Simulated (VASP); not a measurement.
# PtSe2 (Fd-3m) in VASP: further runs, part 3 of 3

VASP 6.6.1. Earlier steps stand in the parts before.

## (4) Single point, PBE

File INCAR:

```
SYSTEM = PtSe2
PREC = Accurate
ENCUT = 520
EDIFF = 1E-6
ISMEAR = 0
SIGMA = 0.1
LREAL = .FALSE.
LASPH = .TRUE.
NELM = 80
ALGO = Normal
ISIF = 2
LWAVE = .FALSE.
LCHARG = .FALSE.
GGA = PE
NBANDS = 31
```

File KPOINTS:

```
regular mesh
0
G
  8 8 8
  0 0 0
```

File POSCAR:

```
PtSe2
1.0
    0.0000000000      3.8886305689      3.8886305689
    3.8886305689      0.0000000000      3.8886305689
    3.8886305689      3.8886305689      0.0000000000
Pt Se
2 4
Direct
    0.5000000000      0.5000000000      0.5000000000
    0.7500000000      0.7500000000      0.7500000000
    0.1250000000      0.1250000000      0.1250000000
    0.6250000000      0.1250000000      0.1250000000
    0.1250000000      0.1250000000      0.6250000000
    0.1250000000      0.6250000000      0.1250000000
```

Potentials or basis: VASP PAW PBE potentials, release 64 (Pt, Se).

The run is started by

```
> cat potpaw_PBE.64/Pt/POTCAR potpaw_PBE.64/Se/POTCAR > POTCAR
> mpirun -np 1 vasp_std > vasp.out
```

OUTCAR:

```text
SYSTEM = PtSe2
   PREC = Accurate
   ENCUT = 520
   EDIFF = 1E-6
   ISMEAR = 0
   LREAL = .FALSE.
   LASPH = .TRUE.
   NELM = 80
   ISIF = 2
   GGA = PE

 ion  position               nearest neighbor table
   1  0.500  0.500  0.500-   2 3.37   2 3.37   2 3.37   2 3.37
   2  0.750  0.750  0.750-   1 3.37   1 3.37   1 3.37   1 3.37
   3  0.125  0.125  0.125-   4 2.75   5 2.75   6 2.75   5 2.75   6 2.75   4 2.75
   4  0.625  0.125  0.125-   3 2.75   5 2.75   6 2.75   3 2.75   5 2.75   6 2.75
   5  0.125  0.125  0.625-   3 2.75   3 2.75   4 2.75   6 2.75   6 2.75   4 2.75
   6  0.125  0.625  0.125-   3 2.75   5 2.75   3 2.75   4 2.75   5 2.75   4 2.75

  LATTYP: Found a face centered cubic cell.
 ALAT       =     7.7772611378

  Lattice vectors:

 A1 = (   0.0000000000,   3.8886305689,   3.8886305689)
 A2 = (   3.8886305689,   0.0000000000,   3.8886305689)
 A3 = (   3.8886305689,   3.8886305689,   0.0000000000)

Analysis of symmetry for initial positions (statically):
=====================================================================
 Subroutine PRICEL returns:
 Original cell was already a primitive cell.

 Routine SETGRP: Setting up the symmetry group for a
 face centered cubic supercell.

 Subroutine GETGRP returns: Found 48 space group operations
 (whereof 24 operations were pure point group operations)
 out of a pool of 48 trial point group operations.

The static configuration has the point symmetry T_d .
 The point group associated with its full space group is O_h .

Analysis of symmetry for dynamics (positions and initial velocities):
=====================================================================
 Subroutine PRICEL returns:
 Original cell was already a primitive cell.

 Routine SETGRP: Setting up the symmetry group for a
 face centered cubic supercell.

 Subroutine GETGRP returns: Found 48 space group operations
[... 128 lines left out ...]
   EFERMI_NEDOS =   21; number of points for ismear=-14 and -15
   IALGO  =     38    algorithm
   IMIX   =      4    mixing-type and parameters
     AMIX     =   0.40;   BMIX     =  1.00
     AMIX_MAG =   1.60;   BMIX_MAG =  1.00
  volume/ion in A,a.u.               =      19.60       132.27
  Fermi-wavevector in a.u.,A,eV,Ry     =   1.179648  2.229211 18.933446  1.391569
  Thomas-Fermi vector in A             =   2.315955
   LORBIT       =      0    0 simple, 1 ext, 2 COOP (PROOUT), +10 PAW based schemes
   GGA     = PE    functional components
   LHFCALC =     F    Hartree Fock is set to
   AEXX    =    0.0000 exact exchange contribution
   IVDW    =     0    specifies the selected vdW correction
   LEPSILON=     F    determine dielectric tensor
   LRPA    =     F    only Hartree local field effects (RPA)
 non-spin polarized calculation
 Gauss-broadening in eV      SIGMA  =   0.10
  energy-cutoff  :      520.00
  volume of cell :      117.60
 maximum number of plane-waves:      3218
 NGX is ok and might be reduce to    42
   NGX = 21   NGY = 21   NGZ = 21

 number of electron      44.0000001 magnetization

 Free energy of the ion-electron system (eV)
  ---------------------------------------------------
  ext. energy  EPLUGINS =         0.00000000
  ---------------------------------------------------
  free energy    TOTEN  =       -19.87733370 eV

  energy without entropy =      -19.84221707  energy(sigma->0) =      -19.85977539

 E-fermi :   6.5037     XC(G=0): -11.1166

 val. band max:        6.4855850576   @ k =  -0.3750   0.3750   0.0000
 cond. band min:       6.5094072796   @ k =   0.3750   0.3750   0.0000
 fundamental gap:      0.0238222219
 Fermi energy:         6.5036848430

 k-point     1 :       0.0000    0.0000    0.0000
  band No.  band energies     occupation
      1     -10.2971      2.00000
      2      -5.8875      2.00000
      3      -5.8875      2.00000
      4      -5.8875      2.00000
      5      -2.2842      2.00000
      6       0.3339      2.00000
[... 805 lines left out ...]
     30      12.7732      0.00000
     31      13.5231      0.00000

 [... further k-points ...]
[... 5 lines left out ...]
  --------------------------------------------------------------------------------------
  -------------------------------------------------------------------------------------
  Total       -0.0361029     -0.0361029     -0.0361029      0.0000000      0.0000000     -0.0000000
  in kB       -0.4918495     -0.4918495     -0.4918495      0.0000000      0.0000000     -0.0000000
  external PRESSURE =      -0.4918495 kB  Pullay stress =       0.0000000 kB

 VOLUME and BASIS-vectors are now :
 -----------------------------------------------------------------------------
  energy-cutoff  :      520.00
  volume of cell :      117.60
      direct lattice vectors                 reciprocal lattice vectors
     0.000000000  3.888630569  3.888630569    -0.128579970  0.128579970  0.128579970
     3.888630569  0.000000000  3.888630569     0.128579970 -0.128579970  0.128579970
     3.888630569  3.888630569  0.000000000     0.128579970  0.128579970 -0.128579970

 POSITION                                       TOTAL-FORCE (eV/Angst)
 -----------------------------------------------------------------------------------
      3.88863      3.88863      3.88863         0.000000      0.000000      0.000000
      5.83295      5.83295      5.83295        -0.000000     -0.000000     -0.000000
      0.97216      0.97216      0.97216        -0.000000     -0.000000     -0.000000
      0.97216      2.91647      2.91647        -0.000000     -0.000000     -0.000000
      2.91647      2.91647      0.97216         0.000000     -0.000000     -0.000000
      2.91647      0.97216      2.91647         0.000000     -0.000000     -0.000000
 -----------------------------------------------------------------------------------
    total drift:                               -0.000000     -0.000000      0.000000

  FREE ENERGIE OF THE ION-ELECTRON SYSTEM (eV)
  ---------------------------------------------------
  free  energy   TOTEN  =       -19.8773336990 eV

  energy  without entropy=      -19.8422170730  energy(sigma->0) =      -19.85977539
```

It took 86 s on 1 thread of Intel Xeon 6975P-C (Granite Rapids), shared host; peak memory 0.3 GiB.

What came out:

- Free energy: -19.8773 eV
- Pressure: 0.0 GPa
- Band gap on the k mesh: zero (bands 22 and 23 overlap by 1.83 eV)

Caveat: spin-orbit coupling is left out, which moves the levels of the heavy elements.

## (5) Relaxation of cell and atoms, PBE

File INCAR:

```
SYSTEM = PtSe2
PREC     = Accurate       ! precision mode
ENCUT    = 600            ! plane-wave cutoff, eV
EDIFF    = 1E-6           ! SCF threshold, eV
ISMEAR   = 0              ! smearing method
SIGMA    = 0.1            ! smearing width, eV
LREAL    = .FALSE.        ! projectors in reciprocal space
LASPH    = .TRUE.         ! aspherical terms in the spheres
NELM     = 100            ! most SCF steps
ALGO     = Normal         ! electronic algorithm
ISIF     = 3              ! what is computed and relaxed
LWAVE    = .FALSE.        ! write WAVECAR
LCHARG   = .FALSE.        ! write CHGCAR
GGA      = PE             ! functional
IBRION   = 2              ! ionic algorithm
NSW      = 100            ! ionic steps
EDIFFG   = -0.01          ! ionic threshold
```

KPOINTS is that of step 4.

Edit POSCAR of step 4 so:

```diff
@@ -2,5 +2,5 @@
 1.0
-    0.0000000000      3.8886305689      3.8886305689
-    3.8886305689      0.0000000000      3.8886305689
-    3.8886305689      3.8886305689      0.0000000000
+    0.0000000000      3.8873386064      3.8873386064
+    3.8873386064      0.0000000000      3.8873386064
+    3.8873386064      3.8873386064      0.0000000000
 Pt Se
```

Potentials or basis: VASP PAW PBE potentials, release 64 (Pt, Se).

The run is started by

```
> cat potpaw_PBE.64/Pt/POTCAR potpaw_PBE.64/Se/POTCAR > POTCAR
> mpirun -np 1 vasp_std > vasp.out
```

OUTCAR:

```text
SYSTEM = PtSe2
   PREC = Accurate
   ENCUT = 600
   EDIFF = 1E-6
   ISMEAR = 0
   LREAL = .FALSE.
   LASPH = .TRUE.
   NELM = 100
   ISIF = 3
   GGA = PE
   IBRION = 2
   NSW = 100
   EDIFFG = -0.01

 ion  position               nearest neighbor table
   1  0.500  0.500  0.500-   2 3.37   2 3.37   2 3.37   2 3.37
   2  0.750  0.750  0.750-   1 3.37   1 3.37   1 3.37   1 3.37
   3  0.125  0.125  0.125-   4 2.75   5 2.75   6 2.75   5 2.75   6 2.75   4 2.75
[... 909 lines left out ...]
  -------------------------------------------------------------------------------------
  Total        0.0390568      0.0390568      0.0390568      0.0000000     -0.0000000     -0.0000000
  in kB        0.5326231      0.5326231      0.5326231      0.0000000     -0.0000000     -0.0000000
  external PRESSURE =       0.5326231 kB  Pullay stress =       0.0000000 kB

 VOLUME and BASIS-vectors are now :
 -----------------------------------------------------------------------------
  energy-cutoff  :      600.00
  volume of cell :      117.49
      direct lattice vectors                 reciprocal lattice vectors
     0.000000000  3.887338606  3.887338606    -0.128622703  0.128622703  0.128622703
     3.887338606  0.000000000  3.887338606     0.128622703 -0.128622703  0.128622703
     3.887338606  3.887338606  0.000000000     0.128622703  0.128622703 -0.128622703

 POSITION                                       TOTAL-FORCE (eV/Angst)
 -----------------------------------------------------------------------------------
      3.88734      3.88734      3.88734         0.000000      0.000000      0.000000
      5.83101      5.83101      5.83101        -0.000000      0.000000     -0.000000
      0.97183      0.97183      0.97183        -0.000000     -0.000000      0.000000
      0.97183      2.91550      2.91550        -0.000000     -0.000000      0.000000
      2.91550      2.91550      0.97183        -0.000000     -0.000000      0.000000
      2.91550      0.97183      2.91550        -0.000000     -0.000000      0.000000
 -----------------------------------------------------------------------------------
    total drift:                               -0.000000     -0.000000      0.000000

  FREE ENERGIE OF THE ION-ELECTRON SYSTEM (eV)
  ---------------------------------------------------
  free  energy   TOTEN  =       -19.8769738529 eV

  energy  without entropy=      -19.8419559509  energy(sigma->0) =      -19.85946490

 reached required accuracy - stopping structural energy minimisation
```

Wall time 1.7 min (1 thread of Intel Xeon 6975P-C (Granite Rapids), shared host); peak memory 0.37 GiB.

What came out:

| Quantity | Value |
| --- | --- |
| Free energy | -19.8770 eV |
| Pressure after relaxing | 0.1 GPa |
| Band gap on the k mesh | zero (bands 22 and 23 overlap by 1.83 eV) |

Final structure:
```yaml
crystal:
  lattice:
    - [0.00000, 3.88734, 3.88734]
    - [3.88734, 0.00000, 3.88734]
    - [3.88734, 3.88734, 0.00000]
  atoms:
    - { symbol: Pt, position: [0.50000, 0.50000, 0.50000] }
    - { symbol: Pt, position: [0.75000, 0.75000, 0.75000] }
    - { symbol: Se, position: [0.12500, 0.12500, 0.12500] }
    - { symbol: Se, position: [0.62500, 0.12500, 0.12500] }
    - { symbol: Se, position: [0.12500, 0.12500, 0.62500] }
    - { symbol: Se, position: [0.12500, 0.62500, 0.12500] }
```

Levels at points of the mesh, in eV from the Fermi level:
```csv
k point,band 19,band 20,band 21,band 22,band 23,band 24,band 25,band 26
"(0.00, 0.00, 0.00)",-0.45,-0.05,-0.05,1.70,1.70,1.70,2.55,2.56
"(0.50, 0.00, 0.00)",-1.02,-0.69,-0.69,-0.13,-0.13,0.12,1.78,2.06
"(0.50, 0.50, 0.00)",-1.01,-1.01,-0.51,-0.51,0.11,0.11,1.90,1.90
```

Caveat: the relaxation stopped at its first step, so nothing moved; spin-orbit coupling is left out, which moves the levels of the heavy elements.

## (6) The runs side by side

```csv
task,cell,k mesh,cutoff (eV),gap on the mesh (eV),pressure (GPa)
single point,"a = 5.498 Å, angles 60.0°, 6 atoms",4 × 4 × 4,520,none,-0.1
relaxation of cell and atoms,"relaxed from a = 5.829 Å, angles 60.0°, 6 atoms",4 × 4 × 4,600,none,0.0
single point,"a = 5.499 Å, angles 60.0°, 6 atoms",8 × 8 × 8,520,none,0.0
relaxation of cell and atoms,"relaxed from a = 5.498 Å, angles 60.0°, 6 atoms",8 × 8 × 8,600,none,0.1
```

Alike in all rows: level PBE; potentials or basis VASP PAW PBE potentials, release 64 (Pt, Se); no spin polarisation; smearing gaussian 0.1 eV.

Caveats: spin-orbit coupling is left out, which moves the levels of the heavy elements; the relaxation stopped at its first step, so nothing moved (at least some runs).

Absolute energies hang on the potentials; compare differences alone.
